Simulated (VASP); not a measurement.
**Be2C: single point with PBE**

Be2C:

```xyz
3
Lattice="0.0000 2.2067 2.2067 2.2067 0.0000 2.2067 2.2067 2.2067 0.0000" Properties=species:S:1:pos:R:3 pbc="T T T"
Be    1.1033    1.1033    1.1033
Be    3.3100    3.3100    3.3100
C     0.0000    0.0000    0.0000
```

This cell differs from its parent crystal: volume scaled by 1.06.

```
Program                : VASP 6.6.1
Task                   : single point
Functional             : PBE
Potentials or basis    : VASP PAW PBE potentials, release 64 (Be, C)
Cutoff                 : 600 eV
k mesh                 : 12 × 12 × 12
Occupations            : gaussian, width 0.02 eV
Spin                   : no spin polarisation
Dipole correction      : no
Further INCAR settings : ALGO = Normal; EDIFF = 1e-06; NBANDS = 11
```

```
Pressure               : -10.4 GPa
Band gap on the k mesh : 1.13 eV, indirect (least direct gap 4.02 eV)
```

Levels at points of the mesh, in eV from the valence-band top:
```csv
k point,band 1,band 2,band 3,band 4,band 5,band 6,band 7,band 8,band 9
"(0.00, 0.00, 0.00)",-14.62,0.00,0.00,0.00,4.02,4.02,4.02,6.12,12.72
"(0.50, 0.00, 0.00)",-11.90,-8.37,-1.74,-1.74,4.89,4.89,6.40,9.46,13.89
"(0.50, 0.50, 0.00)",-11.16,-6.57,-4.50,-4.50,1.13,5.34,12.64,12.64,14.45
```

It took 13 s on 1 thread of Intel(R) Xeon(R) Platinum 8488C (Sapphire Rapids), with other jobs on the host, peak memory 0.16 GiB.

 A k mesh can miss the band edges.
